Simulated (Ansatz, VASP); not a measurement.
# One calculation of Ru, two programs

The input INCAR:

```
SYSTEM = Ru
ALGO = Fast
EDIFF = 1E-6
ENCUT = 520
GGA = PE
ISIF = 2
ISMEAR = 0
LASPH = .True.
LCHARG = .False.
LREAL = .False.
LWAVE = .False.
NBANDS = 21
NELM = 100
PREC = Accurate
SIGMA = 0.15
```

Contents of KPOINTS:

```
k-points
0
Gamma
  24 24 14
  0 0 0
```

The input POSCAR:

```
Ru
1.0
    2.7200250909      0.0000000000      0.0000000000
   -1.3600125454      2.3556108276      0.0000000000
    0.0000000000      0.0000000000      4.2967694965
Ru
2
Direct
    0.3128306719      0.6516576768      0.2500000000
    0.6871693281      0.3483423232      0.7500000000
```

Input for Ansatz:

```yaml
crystal:
  lattice:
    - [2.7200250909, 0.0, 0.0]
    - [-1.3600125454, 2.3556108276, 0.0]
    - [0.0, 0.0, 4.2967694965]
  atoms:
    - { symbol: Ru, position: [0.3128306719, 0.6516576768, 0.25] }
    - { symbol: Ru, position: [0.6871693281, 0.3483423232, 0.75] }
basis:
  ecutwfc: 420
kpoints:
  mp_grid: { grid: [24, 24, 14] }
hamiltonian:
  xc: pbe
scf:
  occupations: { method: gaussian, width: 0.15 }
output:
  forces: true
  stress: true
  eigenvalues: true
```

Change from the starting cell: mode 4 (192.1 1/cm) frozen in, largest displacement -0.050 Å.

Alike in both runs: task single point; functional PBE; k mesh 24 × 24 × 14; occupations gaussian, width 0.15 eV; no spin polarisation.

|  | VASP | Ansatz |
| --- | --- | --- |
| version | VASP 6.6.1 | Ansatz 0.2.0 |
| potentials or method | VASP PAW PBE potentials, release 64 (Ru_pv), cutoff 520 eV | scalar-relativistic, plane waves, PAW |
| valence electrons in the cell | 28 | 32 |

|  | VASP | Ansatz | Ansatz less VASP |
| --- | --- | --- | --- |
| gap on the k mesh at the Fermi level (eV) | none | none | - |
| pressure (GPa) | 0.4 | 0.5 | +0.10 |
| traceless stress, the component that is largest in VASP (GPa) | -1.14 | -1.12 | +0.019 |
| rms of the force components (eV/Å) | 0.385 | 0.385 | -0.0002 |

Atom by atom the forces differ by 0.000 eV/Å (rms over components). A gap of «none» marks a metal or a gap that the smearing closes. VASP's potentials hold 28 valence electrons a cell and Ansatz's 32, so a difference there can come from the potentials and not from the codes.
